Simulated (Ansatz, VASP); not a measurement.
**Two plane-wave programs on CuF**

Contents of POSCAR:

```
CuF
1.0
    2.7384616326      0.0000000000      0.0000000000
    0.0000000000      2.7384616326      0.0000000000
    0.0000000000      0.0000000000      2.7384616326
Cu F
1 1
Direct
    0.0000000000      0.0000000000      0.0000000000
    0.5000000000      0.5000000000      0.5000000000
```

INCAR.step1

```
SYSTEM = CuF
  PREC = Accurate
  ENCUT = 520
  ISMEAR = -1
  SIGMA = 0.02
  LREAL = .FALSE.
  LASPH = .TRUE.
  NELM = 80
  NBANDS = 16
  GGA = PE
  ALGO = Normal
  EDIFF = 1E-4
  LWAVE = .TRUE.
  LCHARG = .FALSE.
```

The input INCAR.step2:

```
SYSTEM = CuF
  PREC = Accurate
  ENCUT = 520
  EDIFF = 1E-6
  ISMEAR = -1
  SIGMA = 0.02
  LREAL = .FALSE.
  LASPH = .TRUE.
  NELM = 80
  ALGO = Normal
  ISIF = 2
  LWAVE = .FALSE.
  LCHARG = .FALSE.
  METAGGA = R2SCAN
  LMIXTAU = .TRUE.
  NBANDS = 16
  ISTART = 1
```

The input KPOINTS:

```
regular mesh
0
G
  8 8 8
  0 0 0
```

Input for Ansatz:

```yaml
crystal:
  lattice:
    - [2.7384616326, 0.0, 0.0]
    - [0.0, 2.7384616326, 0.0]
    - [0.0, 0.0, 2.7384616326]
  atoms:
    - { symbol: Cu, position: [0.0, 0.0, 0.0] }
    - { symbol: F, position: [0.5, 0.5, 0.5] }
kpoints:
  mp_grid: { grid: [8, 8, 8] }
hamiltonian:
  xc: r2scan
scf:
  occupations: { method: fermi_dirac, width: 0.02 }
  n_extra_bands: 4
output:
  forces: true
  stress: true
  eigenvalues: true
```

Alike in both runs: task single point; functional r2SCAN; k mesh 8 × 8 × 8; occupations fermi-dirac, width 0.02 eV; no spin polarisation.

|  | VASP | Ansatz |
| --- | --- | --- |
| version | VASP 6.6.1 | Ansatz 0.2.0 |
| potentials or method | VASP PAW PBE potentials, release 64 (Cu, F) | plane waves, PAW |
| plane-wave cutoff (eV) | 520 | 500 |
| valence electrons in the cell | 18 | 26 |

Ansatz gave:

```
pressure (GPa) : 0.0
```

Problem. What did VASP give for the same quantities?

Solution. Pressure (GPa): -0.2.

VASP's potentials were made for PBE, not for r2SCAN. With one functional, cell and mesh, what is left measures potentials, basis and numerics. VASP's potentials hold 18 valence electrons a cell and Ansatz's 26, so a difference there can come from the potentials and not from the codes.
